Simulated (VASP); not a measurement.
Runs of VASP 6.6.1 on Mn. The structure is that of space group Fm-3m (No. 225), or close to it. The cells are those of the table. 

```tsv
task	spin	cell	k mesh	cutoff (eV)	gap on the mesh (eV)	pressure (GPa)	moment (μB)	relaxed volume (Å³/atom)
single point	collinear, ferromagnetic start	a = 2.445 Å, angles 60.0°, 1 atom	8 × 8 × 8	520	none	0.4	0.00	-
single point	off	a = 2.447 Å, angles 60.0°, 1 atom	20 × 20 × 20	520	none	0.0	-	-
relaxation of cell and atoms	off	relaxed from a = 2.445 Å, angles 60.0°, 1 atom	20 × 20 × 20	600	none	0.1	-	10.35
relaxation of cell and atoms	collinear, ferromagnetic start	relaxed from a = 2.682 Å, angles 60.0°, 1 atom	8 × 8 × 8	600	none	0.0	0.00	10.35
single point	collinear, ferromagnetic start	a = 2.682 Å, angles 60.0°, 1 atom	8 × 8 × 8	520	none	-35.6	(a)	-
```

Alike in all rows: level PBEsol; potentials or basis VASP PAW PBE potentials, release 64 (Mn_pv); smearing gaussian 0.1 eV.

Task: Fill in the values left out.

Result: (a) 1.52.

Caveats: some runs use coarse meshes; the PAW data sets were made with another functional, which shifts forces and pressure a little; the volume moved by over 15 % at a fixed basis, so the end points are rough (some runs).

A gap of «none» marks levels without a gap at the run's occupations.
